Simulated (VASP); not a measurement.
## Ca: single point with PBE

The system is Ca.

```
Ca
1.0
     3.90604    0.00000    0.00000
    -1.95302    3.38273    0.00000
     0.00000    0.00000    6.42146
Ca
2
Direct
  0.33333 0.66667 0.25000
  0.66667 0.33333 0.75000
```

This isn't the form of Ca at room conditions, which is fcc.

- Program: VASP 6.6.1
- Task: single point
- Functional: PBE
- Potentials or basis: VASP PAW PBE potentials, release 64 (Ca_sv)
- Cutoff: 520 eV
- k mesh: 11 × 11 × 6
- Occupations: fermi-dirac, width 0.1 eV
- Spin: no spin polarisation
- Dipole correction: no
- Further INCAR settings: ALGO = Normal; EDIFF = 1e-06; NBANDS = 17

```
Pressure               : 0.0 GPa
Band gap on the k mesh : zero (bands 10 and 11 overlap by 0.42 eV)
```

Levels at points of the mesh, in eV from the Fermi level:
| k point | band 8 | band 9 | band 10 | band 11 | band 12 | band 13 |
| --- | --- | --- | --- | --- | --- | --- |
| (0.00, 0.00, 0.00) | -22.95 | -4.05 | -1.04 | -0.22 | 2.26 | 2.30 |
| (0.00, 0.00, 0.50) | -22.97 | -3.04 | -3.04 | 1.39 | 1.39 | 2.29 |

Wall time 36 s on 1 thread of Intel(R) Xeon(R) 6975P-C (Granite Rapids), with other jobs on the host, peak memory 0.23 GiB.
